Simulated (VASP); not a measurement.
Input of a VASP 6.6.1 run:

The input INCAR:

```
SYSTEM = Ge
PREC = Accurate ; ENCUT = 520
EDIFF = 1E-7 ; ISMEAR = -1
SIGMA = 0.05 ; LREAL = .FALSE.
LASPH = .TRUE. ; NELM = 80
ALGO = Normal ; ISIF = 2
LWAVE = .FALSE. ; LCHARG = .TRUE.
GGA = CA ; LELF = .TRUE.
LVHAR = .TRUE. ; NBANDS = 21
```

The input KPOINTS:

```
Automatic mesh
0
G
  11 11 11
  0 0 0
```

The input POSCAR:

```
Ge
1.0
   -2.5503743539      2.5503743539      1.3800818115
    2.5503743539     -2.5503743539      1.3800818115
    2.5503743539      2.5503743539     -1.3800818115
Ge
2
Direct
    0.5000000000      0.5000000000      0.0000000000
    0.2500000000      0.7500000000      0.5000000000
```

Potentials or basis: VASP PAW LDA potentials, release 64 (Ge_d).

The run is started by

```console
$ cat potpaw_LDA.64/Ge_d/POTCAR > POTCAR
$ mpirun -np 1 vasp_std > vasp.out
```

Q: What does it give for the band gap on the k mesh?

A: Zero (band 14 reaches 8.63 eV, above the bottom of band 15 at 3.81 eV).

Q: Estimate the pressure.

A: 0.0 GPa.

Stress tensor (GPa, compression positive):
```
-0.02  0.00  0.00
 0.00 -0.02  0.00
 0.00  0.00  0.07
```
